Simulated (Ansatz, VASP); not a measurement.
**BN: VASP beside Ansatz**

Contents of INCAR:

```
SYSTEM = BN
  ALGO = Normal
  EDIFF = 1E-6
  ENCUT = 520
  GGA = CA
  ISIF = 2
  ISMEAR = 0
  LASPH = .TRUE.
  LCHARG = .TRUE.
  LELF = .TRUE.
  LREAL = .FALSE.
  LVHAR = .TRUE.
  LWAVE = .FALSE.
  NBANDS = 26
  NELM = 100
  PREC = Accurate
  SIGMA = 0.01
```

KPOINTS

```
k-points
0
G
  8 8 6
  0 0 0
```

Contents of POSCAR:

```
BN
1.0
    1.6438210000     -4.7155350000      0.0000000000
    1.6438210000      4.7155350000      0.0000000000
   -1.1929310000      0.0000000000      4.1817430000
B N
4 4
Direct
    0.4344000000      0.5664270000      0.0002040000
    0.5664270000      0.4344000000      0.5002040000
    0.1769990000      0.5642020000      0.4918210000
    0.5642020000      0.1769990000      0.9918210000
    0.3857400000      0.7783390000      0.8407830000
    0.7783390000      0.3857400000      0.3407830000
    0.3799060000      0.5117870000      0.3210930000
    0.5117870000      0.3799060000      0.8210930000
```

Input for Ansatz:

```yaml
crystal:
  lattice:
    - [1.643821, -4.715535, 0.0]
    - [1.643821, 4.715535, 0.0]
    - [-1.192931, 0.0, 4.181743]
  atoms:
    - { symbol: B, position: [0.4344, 0.566427, 0.000204] }
    - { symbol: B, position: [0.5664270000000001, 0.4344, 0.500204] }
    - { symbol: B, position: [0.17699899999999993, 0.564202, 0.49182099999999995] }
    - { symbol: B, position: [0.564202, 0.17699899999999993, 0.9918209999999998] }
    - { symbol: "N", position: [0.38574, 0.778339, 0.840783] }
    - { symbol: "N", position: [0.778339, 0.3857400000000001, 0.340783] }
    - { symbol: "N", position: [0.37990599999999997, 0.511787, 0.321093] }
    - { symbol: "N", position: [0.511787, 0.3799060000000001, 0.821093] }
basis:
  ecutwfc: 470.0
kpoints:
  mp_grid:
    grid: [8, 8, 6]
  band_path:
    path:
      - [0.0, 0.0, 0.0]
      - [-0.5, 0.5, 0.0]
      - [-0.5, 0.5, 0.5]
      - [0.0, 0.0, 0.5]
      - [0.0, 0.0, 0.0]
    npoints: 10
hamiltonian:
  xc: lda
scf:
  n_extra_bands: 6
  occupations:
    method: fixed
```

Alike in both runs: task single point; functional LDA; k mesh 8 × 8 × 6; no spin polarisation.

|  | VASP | Ansatz |
| --- | --- | --- |
| version | VASP 6.6.1 | Ansatz 0.2.0 |
| potentials or method | VASP PAW LDA potentials, release 64 (B, N), cutoff 520 eV | plane waves, PAW |
| occupations | gaussian, width 0.01 eV | fixed |
| valence electrons in the cell | 32 | 32 |

```csv
,VASP,Ansatz,Ansatz less VASP
gap on the k mesh at the Fermi level (eV),3.33,3.34,+0.013
```

LDA's correlation is that of Perdew and Zunger in VASP and of Perdew and Wang (1992) in Ansatz.
